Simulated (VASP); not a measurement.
# P (Pm-3m) in VASP: elastic constants with PBE

Aim: the elastic constants of P with PBE.

Everything below comes from runs of VASP 6.6.1. Logs are shortened: lines on timing, memory, paths and dates and some standing lists are left out, and cuts for length are marked.

## (1) The cell of the first run

It takes space group Pm-3m (No. 221, cubic). The conventional cell has a = 2.447 Å, b = 2.447 Å, c = 2.447 Å, α = 90.00°, β = 90.00°, γ = 90.00°. P (site symmetry m-3m) has 6 P at 2.45 Å within 3.2 Å.

This isn't the form of P at room conditions, which is orthorhombic.

## (2) Elastic constants, PBE

INCAR

```
PREC = Accurate ; ENCUT = 500
EDIFF = 1E-8 ; ISMEAR = -1
SIGMA = 0.15 ; LREAL = False
LASPH = True ; NELM = 120
ALGO = Normal ; ISIF = 3
LWAVE = False ; LCHARG = False
GGA = PE ; NBANDS = 8
IBRION = 6 ; NFREE = 2
POTIM = 0.015 ; NSW = 1
GGA_COMPAT = False
```

KPOINTS

```
regular mesh
0
Gamma
  24 24 24
```

POSCAR

```
P
1.0
    2.4472104903      0.0000000000      0.0000000000
    0.0000000000      2.4472104903      0.0000000000
    0.0000000000      0.0000000000      2.4472104903
P
1
Direct
    0.0000000000      0.0000000000      0.0000000000
```

Potentials or basis: VASP PAW PBE potentials, release 64 (P).

Launch:

```sh
$ cat potpaw_PBE.64/P/POTCAR > POTCAR
$ mpirun -np 1 vasp_std > vasp.out
```

OUTCAR:

```text
PREC = Accurate
   ENCUT = 500
   EDIFF = 1E-8
   ISMEAR = -1
   LREAL = False
   LASPH = True
   NELM = 120
   ISIF = 3
   GGA = PE
   IBRION = 6
   NFREE = 2
   POTIM = 0.015
   NSW = 1

 ion  position               nearest neighbor table
   1  0.000  0.000  0.000-

  LATTYP: Found a simple cubic cell.
 ALAT       =     2.4472104903

  Lattice vectors:

 A1 = (   2.4472104903,   0.0000000000,   0.0000000000)
 A2 = (   0.0000000000,   2.4472104903,   0.0000000000)
 A3 = (   0.0000000000,   0.0000000000,   2.4472104903)

Analysis of symmetry for initial positions (statically):
=====================================================================
 Subroutine PRICEL returns:
 Original cell was already a primitive cell.

 Routine SETGRP: Setting up the symmetry group for a
 simple cubic supercell.

 Subroutine GETGRP returns: Found 48 space group operations
 (whereof 48 operations were pure point group operations)
 out of a pool of 48 trial point group operations.

The static configuration has the point symmetry O_h .

Analysis of symmetry for dynamics (positions and initial velocities):
=====================================================================
 Subroutine PRICEL returns:
 Original cell was already a primitive cell.

 Routine SETGRP: Setting up the symmetry group for a
 simple cubic supercell.

 Subroutine GETGRP returns: Found 48 space group operations
 (whereof 48 operations were pure point group operations)
 out of a pool of 48 trial point group operations.

The dynamic configuration has the point symmetry O_h .

 Subroutine INISYM returns: Found 48 space group operations
 (whereof 48 operations are pure point group operations),
 and found     1 'primitive' translations

----------------------------------------------------------------------------------------

                                     Primitive cell

  volume of cell :      14.6560

  direct lattice vectors                    reciprocal lattice vectors
     2.447210490  0.000000000  0.000000000     0.408628520  0.000000000  0.000000000
     0.000000000  2.447210490  0.000000000     0.000000000  0.408628520  0.000000000
     0.000000000  0.000000000  2.447210490     0.000000000  0.000000000  0.408628520

  length of vectors
     2.447210490  2.447210490  2.447210490     0.408628520  0.408628520  0.408628520

  position of ions in fractional coordinates (direct lattice)
     0.000000000  0.000000000  0.000000000

  ion indices of the primitive-cell ions
   primitive index   ion index
                 1           1

----------------------------------------------------------------------------------------

 KPOINTS: regular mesh

Automatic generation of k-mesh.
 Grid dimensions read from file:
 generate k-points for:   24   24   24

 Generating k-lattice:

  Cartesian coordinates                     Fractional coordinates (reciprocal lattice)
     0.017026188  0.000000000  0.000000000     0.041666667  0.000000000  0.000000000
     0.000000000  0.017026188  0.000000000     0.000000000  0.041666667  0.000000000
[... 87 lines left out ...]
   LEPSILON=     F    determine dielectric tensor
   LRPA    =     F    only Hartree local field effects (RPA)
 finite differences with symmetry
 non-spin polarized calculation
  energy-cutoff  :      500.00
  volume of cell :       14.66
 maximum number of plane-waves:       386
 NGX is ok and might be reduce to    18
   NGX =  9   NGY =  9   NGZ =  9

--------------------------------------- Ionic step        1  -------------------------------------------

 number of electron       4.9999999 magnetization

 Free energy of the ion-electron system (eV)
  ---------------------------------------------------
  ext. energy  EPLUGINS =         0.00000000
  ---------------------------------------------------
  free energy    TOTEN  =        -5.28265588 eV

  energy without entropy =       -5.25681681  energy(sigma->0) =       -5.26973634

------------------------ aborting loop because EDIFF is reached ----------------------------------------

  FORCE on cell =-STRESS in cart. coord.  units (eV):
  Direction    XX          YY          ZZ          XY          YZ          ZX
  --------------------------------------------------------------------------------------
  -------------------------------------------------------------------------------------
  Total       -0.0244582     -0.0244582     -0.0244582     -0.0000000      0.0000000     -0.0000000
  in kB       -2.6737545     -2.6737545     -2.6737545     -0.0000000      0.0000000     -0.0000000
  external PRESSURE =      -2.6737545 kB  Pullay stress =       0.0000000 kB
[... 86 lines left out ...]
  FREE ENERGIE OF THE ION-ELECTRON SYSTEM (eV)
  ---------------------------------------------------
  free  energy   TOTEN  =        -5.2806870861 eV

  energy  without entropy=       -5.2560219296  energy(sigma->0) =       -5.26835451

[... ionic steps 4 to 12 ...]

--------------------------------------- Ionic step       13  -------------------------------------------

 number of electron       4.9999999 magnetization

------------------------ aborting loop because EDIFF is reached ----------------------------------------
[... 65 lines left out ...]
--------------------------------------- Ionic step       15  -------------------------------------------

 number of electron       4.9999999 magnetization

 Free energy of the ion-electron system (eV)
  ---------------------------------------------------
  ext. energy  EPLUGINS =         0.00000000
  ---------------------------------------------------
  free energy    TOTEN  =        -5.28265635 eV

  energy without entropy =       -5.25681727  energy(sigma->0) =       -5.26973681

 E-fermi :   9.5678     XC(G=0): -11.2497

 val. band max:        9.5650154524   @ k =   0.4583   0.4583   0.4167
 cond. band min:       9.5874471040   @ k =   0.4167   0.2500   0.0000
 fundamental gap:      0.0224316516
 Fermi energy:         9.5678054408

 k-point     1 :       0.0000    0.0000    0.0000
  band No.  band energies     occupation
      1      -6.8829      2.00000
      2      14.5341      0.00000
      3      14.5341      0.00000
      4      14.5341      0.00000
      5      16.3650      0.00000
      6      16.3650      0.00000
      7      23.7557      0.00000
      8      33.8897      0.00000
[... 243 lines left out ...]
 k-point    24 :       0.4583    0.0417    0.0000
  band No.  band energies     occupation
      1      -2.7637      2.00000
      2       1.2617      2.00000
      3      16.4817      0.00000
      4      17.2700      0.00000
      5      19.5181      0.00000
      6      23.2068      0.00000
      7      24.0760      0.00000
      8      26.2848      0.00000

 [... further k-points ...]
[... 5 lines left out ...]
  --------------------------------------------------------------------------------------
  -------------------------------------------------------------------------------------
  Total       -0.0244648     -0.0244648     -0.0244648      0.0000000      0.0000000      0.0000000
  in kB       -2.6744684     -2.6744684     -2.6744684      0.0000000      0.0000000      0.0000000
  external PRESSURE =      -2.6744684 kB  Pullay stress =       0.0000000 kB
[... 16 lines left out ...]
  FREE ENERGIE OF THE ION-ELECTRON SYSTEM (eV)
  ---------------------------------------------------
  free  energy   TOTEN  =        -5.2826563481 eV

  energy  without entropy=       -5.2568172728  energy(sigma->0) =       -5.26973681

 INTERNAL STRAIN TENSORS FROM STRAINED CELLS
 ============================================

 INTERNAL STRAIN TENSOR FOR ION    1 for displacements in x,y,z  (eV/Angst):
          X           Y           Z          XY          YZ          ZX
  --------------------------------------------------------------------------------
  x     0.00000     0.00000     0.00000     0.00000     0.00000     0.00000
  y     0.00000     0.00000     0.00000     0.00000     0.00000     0.00000
  z     0.00000     0.00000     0.00000     0.00000     0.00000     0.00000

 INTERNAL STRAIN TENSORS FROM DISPLACED ATOMS
 ============================================

 INTERNAL STRAIN TENSOR FOR ION    1 for displacements in x,y,z  (eV/Angst):
          X           Y           Z          XY          YZ          ZX
  --------------------------------------------------------------------------------
  x     0.00000     0.00000     0.00000     0.00000     0.00000     0.00000
  y     0.00000     0.00000     0.00000     0.00000     0.00000     0.00000
  z     0.00000     0.00000     0.00000     0.00000     0.00000     0.00000

 Eigenvectors and eigenvalues of the dynamical matrix
 ----------------------------------------------------

   1 f  =    0.000000 THz     0.000000 2PiTHz    0.000000 cm-1     0.000000 meV
             X         Y         Z           dx          dy          dz
      0.000000  0.000000  0.000000    -0.619644   -0.784883    0.000000

   2 f  =    0.000000 THz     0.000000 2PiTHz    0.000000 cm-1     0.000000 meV
             X         Y         Z           dx          dy          dz
      0.000000  0.000000  0.000000     0.000000    0.000000    1.000000

   3 f  =    0.000000 THz     0.000000 2PiTHz    0.000000 cm-1     0.000000 meV
             X         Y         Z           dx          dy          dz
      0.000000  0.000000  0.000000     0.784883   -0.619644    0.000000

--------------------------------------------------------------------------------------------------------

 ELASTIC MODULI CONTR FROM IONIC RELAXATION (kBar)
 Direction    XX          YY          ZZ          XY          YZ          ZX
 --------------------------------------------------------------------------------
 XX           0.0000      0.0000      0.0000      0.0000      0.0000      0.0000
 YY           0.0000      0.0000      0.0000      0.0000      0.0000      0.0000
 ZZ           0.0000      0.0000      0.0000      0.0000      0.0000      0.0000
 XY           0.0000      0.0000      0.0000      0.0000      0.0000      0.0000
 YZ           0.0000      0.0000      0.0000      0.0000      0.0000      0.0000
 ZX           0.0000      0.0000      0.0000      0.0000      0.0000      0.0000
 --------------------------------------------------------------------------------

 TOTAL ELASTIC MODULI (kBar)
 Direction    XX          YY          ZZ          XY          YZ          ZX
 --------------------------------------------------------------------------------
 XX        2205.9033    478.6894    478.6894     -0.0000     -0.0000     -0.0000
 YY         478.6894   2205.9033    478.6894      0.0000     -0.0000      0.0000
 ZZ         478.6894    478.6894   2205.9033     -0.0000      0.0000     -0.0000
 XY          -0.0000      0.0000     -0.0000    643.9643      0.0000      0.0000
 YZ          -0.0000     -0.0000      0.0000      0.0000    643.9643      0.0000
 ZX          -0.0000      0.0000     -0.0000      0.0000      0.0000    643.9643
 --------------------------------------------------------------------------------
```

Run time: 27 min. Hardware: 1 thread of Oxide Virtual Turin-like, shared host; peak memory 0.62 GiB.

What came out:

```
Elastic constants C11, C12, C44 : 221, 48, 64 GPa
Voigt bulk modulus              : 105 GPa
```

Elastic tensor in Voigt notation (GPa, in the Cartesian axes of the cell as first typed):
```
221  48  48   0   0   0
 48 221  48   0   0   0
 48  48 221   0   0   0
  0   0   0  64   0   0
  0   0   0   0  64   0
  0   0   0   0   0  64
```

Clamped-ion elastic tensor (GPa):
```
221  48  48   0   0   0
 48 221  48   0   0   0
 48  48 221   0   0   0
  0   0   0  64   0   0
  0   0   0   0  64   0
  0   0   0   0   0  64
```
